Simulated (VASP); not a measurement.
Write the native input for VASP 6.6.1 that does the following.

* Task: single point
* Functional: PBE
* Potentials or basis: VASP PAW PBE potentials, release 64 (Ag)
* Cutoff: 520 eV
* k mesh: 10 × 10 × 10
* Occupations: fermi-dirac, width 0.05 eV
* Spin: no spin polarisation
* Dipole correction: no
* Further INCAR settings: ALGO = Fast; EDIFF = 1e-06; NBANDS = 24

The structure of Ag lies in POSCAR:

```
Ag
1.0
    1.4730471633      0.8504641763      7.2046500000
   -1.4730471633      0.8504641763      7.2046500000
    0.0000000000     -1.7009283525      7.2046500000
Ag
3
Direct
    0.2026410000      0.2191140000      0.2408080000
    0.7812640000      0.7648400000      0.7880730000
   -0.0257970000      0.0076110000      0.0182910000
```

This cell differs from its parent crystal: atoms moved at random.

These files were run (other wordings do the same):

INCAR

```
PREC = Accurate ; ENCUT = 520
EDIFF = 1E-6 ; ISMEAR = -1
SIGMA = 0.05 ; LREAL = False
LASPH = True ; NELM = 100
ALGO = Fast ; ISIF = 2
LWAVE = False ; LCHARG = False
GGA = PE ; NBANDS = 24
```

KPOINTS

```
Automatic mesh
0
Gamma
  10 10 10
```

Potentials or basis: VASP PAW PBE potentials, release 64 (Ag).

The run is started by

```console
$ cat potpaw_PBE.64/Ag/POTCAR > POTCAR
$ mpirun -np 1 vasp_std > vasp.out
```

It gave:

```yaml
Pressure: -0.7 GPa
Largest_force: 0.169 eV/Å
Band_gap_on_the_k_mesh: zero (an odd number of electrons rules out a gap without spin polarisation)
```

Caveat: the cell differs from its parent crystal (atoms moved at random).

It took 42 min on 1 thread of Intel(R) Xeon(R) Platinum 8259CL CPU @ 2.50GHz (Skylake/Cascade Lake), on a shared host, peak memory 0.79 GiB.
